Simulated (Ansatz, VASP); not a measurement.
**MgO: VASP beside Ansatz**

```
Mg O
1.0
     3.30779    0.00000    0.00000
    -1.65389    2.86463    0.00000
     0.00000    0.00000    4.98288
Mg O
2 2
Direct
  0.33333 0.66667 0.00216
  0.66667 0.33333 0.50216
  0.33333 0.66667 0.40244
  0.66667 0.33333 0.90244
```

Alike in both runs: task single point; functional LDA; k mesh 6 × 6 × 4; no spin polarisation.

|  | VASP | Ansatz |
| --- | --- | --- |
| version | VASP 6.6.1 | Ansatz 0.2.0 |
| potentials or method | VASP PAW LDA potentials, release 64 (Mg, O) | plane waves, PAW |
| plane-wave cutoff (eV) | 520 | 420 |
| occupations | gaussian, width 0.01 eV | fixed |
| valence electrons in the cell | 16 | 32 |

```csv
,VASP,Ansatz,Ansatz less VASP
gap on the k mesh at the Fermi level (eV),3.36,3.36,+0.002
pressure (GPa),-5.4,-4.3,+1.13
"traceless stress, the component that is largest in VASP (GPa)",0.47,0.32,-0.144
```

LDA's correlation is that of Perdew and Zunger in VASP and of Perdew and Wang (1992) in Ansatz. VASP's potentials hold 16 valence electrons a cell and Ansatz's 32, so a difference there can come from the potentials and not from the codes.
